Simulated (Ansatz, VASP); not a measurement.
## SrTiO3: VASP beside Ansatz

INCAR

```
ALGO = Normal
EDIFF = 1E-8
ENCUT = 520
GGA = PS
ISIF = 2
ISMEAR = -1
LASPH = T
LCHARG = F
LEFG = T
LREAL = F
LWAVE = F
NBANDS = 28
NELM = 60
PREC = Accurate
SIGMA = 0.05
```

File KPOINTS:

```
k-points
0
Gamma
  7 7 7
```

POSCAR

```
SrTiO3
1.0
    3.9815880716      0.0000000000      0.0000000000
    0.0000000000      3.9815880716      0.0000000000
    0.0000000000      0.0000000000      3.9815880716
Sr Ti O
1 1 3
Direct
    0.0000000000      0.0000000000      0.0000000000
    0.5000000000      0.5000000000      0.5000000000
    0.0000000000      0.5000000000      0.5000000000
    0.5000000000      0.0000000000      0.5000000000
    0.5000000000      0.5000000000      0.0000000000
```

Input for Ansatz:

```yaml
crystal:
  lattice:
    - [3.9815880716, 0.0, 0.0]
    - [0.0, 3.9815880716, 0.0]
    - [0.0, 0.0, 3.9815880716]
  atoms:
    - { symbol: Sr, position: [0.0, 0.0, 0.0] }
    - { symbol: Ti, position: [0.5, 0.5, 0.5] }
    - { symbol: O, position: [0.0, 0.5, 0.5] }
    - { symbol: O, position: [0.5, 0.0, 0.5] }
    - { symbol: O, position: [0.5, 0.5, 0.0] }
kpoints:
  mp_grid: { grid: [7, 7, 7] }
scf:
  occupations: { method: fermi_dirac, width: 0.05 }
hamiltonian:
  xc: pbesol
  pseudopotentials: { kind: all_electron, datasets: crystal }
output:
  forces: true
  stress: true
  eigenvalues: true
  efg: { contact_densities: true }
```

Change from the starting cell: volume scaled by 1.06, crystal datasets.

Alike in both runs: task electric field gradients; functional PBEsol; k mesh 7 × 7 × 7; occupations fermi-dirac, width 0.05 eV; no spin polarisation.

|  | VASP | Ansatz |
| --- | --- | --- |
| version | VASP 6.6.1 | Ansatz 0.2.0 |
| potentials or method | VASP PAW PBE potentials, release 64 (Sr_sv, Ti_sv, O), cutoff 520 eV | all-electron PAW with datasets made for the crystal, scalar-relativistic |

|  | VASP | Ansatz | Ansatz less VASP |
| --- | --- | --- | --- |
| pressure (GPa) | -10.5 | -11.0 | -0.56 |
| size of Vzz on the site where it differs most (V/Å²) | 15.2 | 15.8 | +0.65 |

VASP's potentials were made for PBE, not for PBEsol. Ansatz ran all-electron here, and VASP with PAW potentials.
